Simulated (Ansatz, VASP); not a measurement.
**Si3B3I in VASP and in Ansatz**

```
CELL_PARAMETERS angstrom
4.89874 0.00000 0.00000
0.00000 4.89874 0.00000
0.00000 0.00000 4.89874
ATOMIC_POSITIONS crystal
Si 0.50000 0.00000 0.00000
Si 0.00000 0.50000 0.00000
Si 0.00000 0.00000 0.50000
B 0.00000 0.50000 0.50000
B 0.50000 0.00000 0.50000
B 0.50000 0.50000 0.00000
I 0.00000 0.00000 0.00000
```

Alike in both runs: task relaxation of cell and atoms; functional PBE; k mesh 8 × 8 × 8; occupations gaussian, width 0.1 eV; no spin polarisation.

|  | VASP | Ansatz |
| --- | --- | --- |
| version | VASP 6.6.1 | Ansatz 0.2.0 |
| potentials or method | VASP PAW PBE potentials, release 64 (Si, B, I), cutoff 600 eV | scalar-relativistic, plane waves, PAW |
| valence electrons in the cell | 28 | 38 |

Ansatz gave:

```
gap on the k mesh at the Fermi level, each at its own relaxed structure (eV) : none
relaxed volume (Å³/atom)                                                     : 16.83
relaxed length of the cell vector where the two differ most in proportion (Å)              : 4.902
```

Question: Which values does VASP return?

Answer: gap on the k mesh at the Fermi level, each at its own relaxed structure (eV): none; relaxed volume (Å³/atom): 16.84; relaxed length of the cell vector where the two differ most in proportion (Å): 4.903.

A gap of «none» marks a metal or a gap that the smearing closes. VASP's potentials hold 28 valence electrons a cell and Ansatz's 38, so a difference there can come from the potentials and not from the codes.

Spin-orbit coupling is off throughout.
